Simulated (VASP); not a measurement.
Here is a VASP 6.6.1 calculation.

File INCAR:

```
PREC     = Accurate       # precision mode
ENCUT    = 520            # plane-wave cutoff, eV
EDIFF    = 1E-6           # SCF threshold, eV
ISMEAR   = -1             # smearing method
SIGMA    = 0.1            # smearing width, eV
LREAL    = F              # projectors in reciprocal space
LASPH    = T              # aspherical terms in the spheres
NELM     = 100            # most SCF steps
ALGO     = Normal         # electronic algorithm
ISIF     = 2              # what is computed and relaxed
LWAVE    = F              # write WAVECAR
LCHARG   = T              # write CHGCAR
GGA      = RP             # functional
LELF     = T              # ELF
LVHAR    = T            
NBANDS   = 10             # bands
```

Contents of KPOINTS:

```
regular mesh
0
Gamma
  8 8 8
```

Contents of POSCAR:

```
Rb
1.0
    4.5811975774      0.0000000000      0.0000000000
    0.0000000000      4.5811975774      0.0000000000
    0.0000000000      0.0000000000      4.5811975774
Rb
1
Direct
    0.0000000000      0.0000000000      0.0000000000
```

Potentials or basis: VASP PAW PBE potentials, release 64 (Rb_sv).

The run is started by

```sh
$ cat potpaw_PBE.64/Rb_sv/POTCAR > POTCAR
$ mpirun -np 1 vasp_std > vasp.out
```

Q: Estimate the band gap on the k mesh.

A: Zero (an odd number of electrons rules out a gap without spin polarisation).

Q: Estimate the pressure.

A: 0.3 GPa.

Caveat: the PAW data sets were made with another functional, which shifts forces and pressure a little.
